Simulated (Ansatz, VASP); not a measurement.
**Two plane-wave programs on BiTe**

```xyz
2
Lattice="0.0000 3.1951 3.1951 3.1951 0.0000 3.1951 3.1951 3.1951 0.0000" Properties=species:S:1:pos:R:3 pbc="T T T"
Bi    3.1951    3.1951    3.1951
Te    0.0000    0.0000    0.0000
```

Alike in both runs: task single point; functional BLYP; dispersion D3(BJ); k mesh 6 × 6 × 6; occupations gaussian, width 0.05 eV; no spin polarisation.

```csv
,VASP,Ansatz
version,VASP 6.6.1,Ansatz 0.2.0
potentials or method,"VASP PAW PBE potentials, release 64 (Bi_d, Te), cutoff 520 eV","scalar-relativistic, plane waves, PAW"
valence electrons in the cell,21,31
```

|  | VASP | Ansatz | Ansatz less VASP |
| --- | --- | --- | --- |
| gap on the k mesh at the Fermi level (eV) | none | none | - |
| pressure (GPa) | 1.2 | 1.0 | -0.16 |

VASP's potentials were made for PBE, not for BLYP. A gap of «none» marks a metal or a gap that the smearing closes. VASP's potentials hold 21 valence electrons a cell and Ansatz's 31, so a difference there can come from the potentials and not from the codes.

Neither program's run includes spin-orbit coupling.
